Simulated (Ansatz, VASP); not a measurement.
One calculation of Sn3Se, two programs

Contents of POSCAR:

```
Sn3Se
1.0
    4.7260905951      0.0000000000      0.0000000000
    0.0000000000      4.7260905951      0.0000000000
    0.0000000000      0.0000000000      4.7260905951
Sn Se
3 1
Direct
    0.0000000000      0.5000000000      0.5000000000
    0.5000000000      0.0000000000      0.5000000000
    0.5000000000      0.5000000000      0.0000000000
    0.0000000000      0.0000000000      0.0000000000
```

Contents of INCAR.step1:

```
PREC = Accurate
ENCUT = 520
ISMEAR = 0
SIGMA = 0.15
LREAL = F
LASPH = T
NELM = 80
NBANDS = 32
GGA = PE
ALGO = Normal
EDIFF = 1E-4
LWAVE = T
LCHARG = F
```

INCAR.step2

```
PREC = Accurate
ENCUT = 520
EDIFF = 1E-6
ISMEAR = 0
SIGMA = 0.15
LREAL = F
LASPH = T
NELM = 80
ALGO = Normal
ISIF = 2
LWAVE = F
LCHARG = F
METAGGA = R2SCAN
LMIXTAU = T
NBANDS = 32
ISTART = 1
```

The input KPOINTS:

```
Automatic mesh
0
Gamma
  12 12 12
```

Input for Ansatz:

```yaml
crystal:
  lattice:
    - [4.7260905951, 0.0, 0.0]
    - [0.0, 4.7260905951, 0.0]
    - [0.0, 0.0, 4.7260905951]
  atoms:
    - { symbol: Sn, position: [0.0, 0.5, 0.5] }
    - { symbol: Sn, position: [0.5, 0.0, 0.5] }
    - { symbol: Sn, position: [0.5, 0.5, 0.0] }
    - { symbol: Se, position: [0.0, 0.0, 0.0] }
basis:
  ecutwfc: 500
kpoints:
  mp_grid: { grid: [12, 12, 12] }
hamiltonian:
  xc: r2scan
scf:
  occupations: { method: gaussian, width: 0.15 }
output:
  forces: true
  stress: true
  eigenvalues: true
```

Alike in both runs: task single point; functional r2SCAN; k mesh 12 × 12 × 12; occupations gaussian, width 0.15 eV; no spin polarisation.

|  | VASP | Ansatz |
| --- | --- | --- |
| version | VASP 6.6.1 | Ansatz 0.2.0 |
| potentials or method | VASP PAW PBE potentials, release 64 (Sn_d, Se), cutoff 520 eV | scalar-relativistic, plane waves, PAW |
| valence electrons in the cell | 48 | 58 |

|  | VASP | Ansatz | Ansatz less VASP |
| --- | --- | --- | --- |
| gap on the k mesh at the Fermi level (eV) | none | none | - |
| pressure (GPa) | -0.1 | -0.1 | 0.00 |

VASP's potentials were made for PBE, not for r2SCAN. A gap of «none» marks a metal or a gap that the smearing closes. VASP's potentials hold 48 valence electrons a cell and Ansatz's 58, so a difference there can come from the potentials and not from the codes.
